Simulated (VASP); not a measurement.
Wanted: the native input for a VASP 6.6.1 run.

| Item | Value |
| --- | --- |
| Task | single point |
| Functional | LDA |
| Potentials or basis | VASP PAW LDA potentials, release 64 (Al) |
| Cutoff | 520 eV |
| k mesh | 11 × 11 × 11 |
| Occupations | fermi-dirac, width 0.05 eV |
| Spin | no spin polarisation |
| Dipole correction | no |
| Further INCAR settings | ALGO = Fast; EDIFF = 1e-07; NBANDS = 8 |

The structure of Al lies in POSCAR:

```
Al
1.0
    0.0000000000      1.9974394157      1.9974394157
    1.9974394157      0.0000000000      1.9974394157
    1.9974394157      1.9974394157      0.0000000000
Al
1
Direct
    0.0000000000      0.0000000000      0.0000000000
```

This cell differs from its parent crystal: volume scaled by 0.96.

The input as run:

INCAR

```
SYSTEM = Al
PREC     = Accurate       ! precision mode
ENCUT    = 520            ! plane-wave cutoff, eV
EDIFF    = 1E-7           ! SCF threshold, eV
ISMEAR   = -1             ! smearing method
SIGMA    = 0.05           ! smearing width, eV
LREAL    = .FALSE.        ! projectors in reciprocal space
LASPH    = .TRUE.         ! aspherical terms in the spheres
NELM     = 80             ! most SCF steps
ALGO     = Fast           ! electronic algorithm
ISIF     = 2              ! what is computed and relaxed
LWAVE    = .FALSE.        ! write WAVECAR
LCHARG   = .TRUE.         ! write CHGCAR
GGA      = CA             ! functional
LELF     = .TRUE.         ! ELF
LVHAR    = .TRUE.       
NBANDS   = 8              ! bands
```

KPOINTS

```
Automatic mesh
0
G
  11 11 11
  0 0 0
```

Potentials or basis: VASP PAW LDA potentials, release 64 (Al).

The run is started by

```sh
$ cat potpaw_LDA.64/Al/POTCAR > POTCAR
$ mpirun -np 1 vasp_std > vasp.out
```

Results of the run:

```json
{
  "Pressure": "-0.5 GPa"
}
```

Run time: 4.4 s on 1 thread of AMD EPYC 9R45 96-Core Processor (Zen 5), on a shared host, peak memory 0.09 GiB.
